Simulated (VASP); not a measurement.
# O2 in VASP: single point with PBEsol

Aim: the single point of O2 with PBEsol.

All numbers are computed with VASP 6.6.1; they aren't measurements. Logs are shortened: lines on timing, memory, paths and dates and some standing lists are left out, and cuts for length are marked.

### Step 1. The cell of the first run

The cell holds a molecule in a box, 2 atoms: a = 15.000 Å, b = 15.500 Å, c = 16.000 Å, α = 90.00°, β = 90.00°, γ = 90.00°.

### Step 2. Single point, PBEsol, collinear spin, ferromagnetic start

Input file INCAR:

```
PREC = Accurate ; ENCUT = 520
EDIFF = 1E-6 ; ISMEAR = 0
SIGMA = 0.005 ; LREAL = False
LASPH = True ; NELM = 150
ALGO = Normal ; ISIF = 2
LWAVE = False ; LCHARG = False
ISPIN = 2 ; MAGMOM = 1 1
LORBIT = 11 ; GGA = PS
ISYM = 0 ; NBANDS = 17
```

Input file KPOINTS:

```
regular mesh
0
Gamma
  1 1 1
```

Input file POSCAR:

```
O
1.0
   15.0000000000      0.0000000000      0.0000000000
    0.0000000000     15.5000000000      0.0000000000
    0.0000000000      0.0000000000     16.0000000000
O
2
Direct
    0.4656795811      0.4990147926      0.4801492464
    0.5343204189      0.5009852074      0.5198507536
```

Potentials or basis: VASP PAW PBE potentials, release 64 (O).

Command:

```
$ cat potpaw_PBE.64/O/POTCAR > POTCAR
$ mpirun -np 1 vasp_gam > vasp.out
```

OUTCAR:

```text
PREC = Accurate
   ENCUT = 520
   EDIFF = 1E-6
   ISMEAR = 0
   LREAL = False
   LASPH = True
   NELM = 150
   ISIF = 2
   ISPIN = 2
   LORBIT = 11
   GGA = PS
   ISYM = 0

 ion  position               nearest neighbor table
   1  0.466  0.499  0.480-   2 1.21
   2  0.534  0.501  0.520-   1 1.21

IMPORTANT INFORMATION: All symmetrisations will be switched off!
NOSYMM: (Re-)initialisation of all symmetry stuff for point group C_1.

----------------------------------------------------------------------------------------

                                     Primitive cell

  volume of cell :    3720.0000

  direct lattice vectors                    reciprocal lattice vectors
    15.000000000  0.000000000  0.000000000     0.066666667  0.000000000  0.000000000
     0.000000000 15.500000000  0.000000000     0.000000000  0.064516129  0.000000000
     0.000000000  0.000000000 16.000000000     0.000000000  0.000000000  0.062500000

  length of vectors
    15.000000000 15.500000000 16.000000000     0.066666667  0.064516129  0.062500000

  position of ions in fractional coordinates (direct lattice)
     0.465679581  0.499014793  0.480149246
     0.534320419  0.500985207  0.519850754

  ion indices of the primitive-cell ions
   primitive index   ion index
                 1           1
                 2           2

----------------------------------------------------------------------------------------

 KPOINTS: regular mesh

Automatic generation of k-mesh.
 Grid dimensions read from file:
 generate k-points for:    1    1    1

 Generating k-lattice:

  Cartesian coordinates                     Fractional coordinates (reciprocal lattice)
     0.066666667  0.000000000  0.000000000     1.000000000  0.000000000  0.000000000
     0.000000000  0.064516129  0.000000000     0.000000000  1.000000000  0.000000000
     0.000000000  0.000000000  0.062500000     0.000000000  0.000000000  1.000000000

  Length of vectors
     0.066666667  0.064516129  0.062500000

  Shift w.r.t. Gamma in fractional coordinates (k-lattice)
     0.000000000  0.000000000  0.000000000

 Subroutine IBZKPT returns following result:
 ===========================================

 Found      1 irreducible k-points:

 Following reciprocal coordinates:
            Coordinates               Weight
  0.000000  0.000000  0.000000      1.000000
   k-points           NKPTS =      1   k-points in BZ     NKDIM =      1   number of bands    NBANDS=     17
   number of dos      NEDOS =    301   number of ions     NIONS =      2
[... 37 lines left out ...]
  volume/ion in A,a.u.               =    1860.00     12551.90
  Fermi-wavevector in a.u.,A,eV,Ry     =   0.241892  0.457109  0.796098  0.058512
  Thomas-Fermi vector in A             =   1.048732
   LORBIT       =     11    0 simple, 1 ext, 2 COOP (PROOUT), +10 PAW based schemes
   GGA     = PS    functional components
   LHFCALC =     F    Hartree Fock is set to
   AEXX    =    0.0000 exact exchange contribution
   IVDW    =     0    specifies the selected vdW correction
   LEPSILON=     F    determine dielectric tensor
   LRPA    =     F    only Hartree local field effects (RPA)
 spin polarized calculation
 Gauss-broadening in eV      SIGMA  =   0.01
  energy-cutoff  :      520.00
  volume of cell :     3720.00
 maximum number of plane-waves:     50071
 NGX is ok and might be reduce to   112
   NGX = 55   NGY = 57   NGZ = 59

 number of electron      12.0000002 magnetization       2.0000001

 Free energy of the ion-electron system (eV)
  ---------------------------------------------------
  ext. energy  EPLUGINS =         0.00000000
  ---------------------------------------------------
  free energy    TOTEN  =       -10.26652781 eV

  energy without entropy =      -10.26652781  energy(sigma->0) =      -10.26652781

 E-fermi :  -6.6710     XC(G=0):  -0.1642

 val. band max:       -6.7562018862   @ k =   0.0000   0.0000   0.0000
 cond. band min:      -4.4928799050   @ k =   0.0000   0.0000   0.0000
 fundamental gap:      2.2633219812
 Fermi energy:        -6.6709703801

 spin component 1

 k-point     1 :       0.0000    0.0000    0.0000
  band No.  band energies     occupation
      1     -32.9905      1.00000
      2     -20.3405      1.00000
      3     -13.5055      1.00000
      4     -13.5055      1.00000
      5     -13.4924      1.00000
      6      -6.7562      1.00000
[... 9 lines left out ...]
     16       1.0289      0.00000
     17       1.0727      0.00000
 Fermi energy:        -6.6709703801

 spin component 2

 k-point     1 :       0.0000    0.0000    0.0000
  band No.  band energies     occupation
      1     -31.7424      1.00000
      2     -18.5601      1.00000
      3     -12.4618      1.00000
      4     -11.6685      1.00000
      5     -11.6685      1.00000
      6      -4.4929      0.00000
[... 9 lines left out ...]
     16       1.0831      0.00000
     17       1.0911      0.00000

------------------------ aborting loop because EDIFF is reached ----------------------------------------

  FORCE on cell =-STRESS in cart. coord.  units (eV):
  Direction    XX          YY          ZZ          XY          YZ          ZX
  --------------------------------------------------------------------------------------
  -------------------------------------------------------------------------------------
  Total        1.1190261     -0.0728124      0.3802741      0.0355715      0.0221080      0.7357602
  in kB        0.4819565     -0.0313598      0.1637813      0.0153204      0.0095218      0.3168866
  external PRESSURE =       0.2047927 kB  Pullay stress =       0.0000000 kB

 VOLUME and BASIS-vectors are now :
 -----------------------------------------------------------------------------
  energy-cutoff  :      520.00
  volume of cell :     3720.00
      direct lattice vectors                 reciprocal lattice vectors
    15.000000000  0.000000000  0.000000000     0.066666667  0.000000000  0.000000000
     0.000000000 15.500000000  0.000000000     0.000000000  0.064516129  0.000000000
     0.000000000  0.000000000 16.000000000     0.000000000  0.000000000  0.062500000

 POSITION                                       TOTAL-FORCE (eV/Angst)
 -----------------------------------------------------------------------------------
      6.98519      7.73473      7.68239        -1.161601     -0.034247     -0.716208
      8.01481      7.76527      8.31761         1.161601      0.034247      0.716208
 -----------------------------------------------------------------------------------
    total drift:                                0.000002      0.000001      0.000002

  FREE ENERGIE OF THE ION-ELECTRON SYSTEM (eV)
  ---------------------------------------------------
  free  energy   TOTEN  =       -10.2665278061 eV

  energy  without entropy=      -10.2665278061  energy(sigma->0) =      -10.26652781

 total charge

# of ion       s       p       d       tot
------------------------------------------
    1        1.609   3.307   0.000   4.916
    2        1.609   3.307   0.000   4.916
--------------------------------------------------
tot          3.218   6.615   0.000   9.833

 magnetization (x)

# of ion       s       p       d       tot
------------------------------------------
    1        0.009   0.797   0.000   0.806
    2        0.009   0.797   0.000   0.806
--------------------------------------------------
tot          0.018   1.594   0.000   1.612
```

Wall time 21 min (1 thread of AMD EPYC 7R13 (Zen 3), shared host); peak memory 3.3 GiB.

What came out:

```
Free energy                                           : -10.2665 eV
Largest force                                         : 1.365 eV/Å
Gap between the frontier levels                       : 2.26 eV
Net moment                                            : 2.00 μB per cell
Site moments                                          : O +0.81 μB
Valence electrons inside the program's atomic spheres : O 4.92
```

Forces on the atoms (eV/Å):
```
O   -1.162 -0.034 -0.716
O    1.162  0.034  0.716
```

Levels at points of the mesh, in eV from the valence-band top:
Spin up:
| k point | band 3 | band 4 | band 5 | band 6 | band 7 | band 8 | band 9 | band 10 | band 11 | band 12 |
| --- | --- | --- | --- | --- | --- | --- | --- | --- | --- | --- |
| (0.00, 0.00, 0.00) | -6.75 | -6.75 | -6.74 | 0.00 | 0.00 | 6.58 | 7.07 | 7.20 | 7.28 | 7.29 |
Spin down:
```
           k point  band 2  band 3  band 4  band 5  band 6  band 7  band 8  band 9
(0.00, 0.00, 0.00)  -11.80   -5.71   -4.91   -4.91    2.26    2.26    6.66    7.14
```

Caveat: the standard files for N, O and F lose accuracy on very short bonds; the PAW data sets were made with another functional, which shifts forces and pressure a little.
